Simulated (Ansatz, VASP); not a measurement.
# Two plane-wave programs on K

File INCAR:

```
  ALGO = Fast
  EDIFF = 1E-6
  ENCUT = 520
  GGA = PS
  ISIF = 2
  ISMEAR = 0
  LASPH = T
  LCHARG = F
  LREAL = F
  LWAVE = F
  NBANDS = 10
  NELM = 60
  PREC = Accurate
  SIGMA = 0.15
```

KPOINTS

```
k-points
0
Gamma
  14 14 14
```

Contents of POSCAR:

```
K
1.0
   -2.7489000000      2.7489000000      2.6834500000
    2.7489000000     -2.7489000000      2.6834500000
    2.7489000000      2.7489000000     -2.6834500000
K
1
Direct
    0.0000000000      0.0000000000      0.0000000000
```

Input for Ansatz:

```yaml
crystal:
  lattice:
    - [-2.7489, 2.7489, 2.68345]
    - [2.7489, -2.7489, 2.68345]
    - [2.7489, 2.7489, -2.68345]
  atoms:
    - { symbol: K, position: [0.0, 0.0, 0.0] }
basis:
  ecutwfc: 420
kpoints:
  mp_grid: { grid: [14, 14, 14] }
hamiltonian:
  xc: pbesol
scf:
  occupations: { method: gaussian, width: 0.15 }
output:
  forces: true
  stress: true
  eigenvalues: true
```

Change from the starting cell: strain +0.050 along x and y, +0.025 along z, atoms carried along.

Alike in both runs: task single point; functional PBEsol; k mesh 14 × 14 × 14; occupations gaussian, width 0.15 eV; no spin polarisation.

|  | VASP | Ansatz |
| --- | --- | --- |
| version | VASP 6.6.1 | Ansatz 0.2.0 |
| potentials or method | VASP PAW PBE potentials, release 64 (K_sv), cutoff 520 eV | scalar-relativistic, plane waves, PAW |
| valence electrons in the cell | 9 | 9 |

|  | VASP | Ansatz | Ansatz less VASP |
| --- | --- | --- | --- |
| gap on the k mesh at the Fermi level (eV) | none | none | - |
| pressure (GPa) | -0.4 | -0.4 | +0.01 |

VASP's potentials were made for PBE, not for PBEsol. A gap of «none» marks a metal or a gap that the smearing closes.
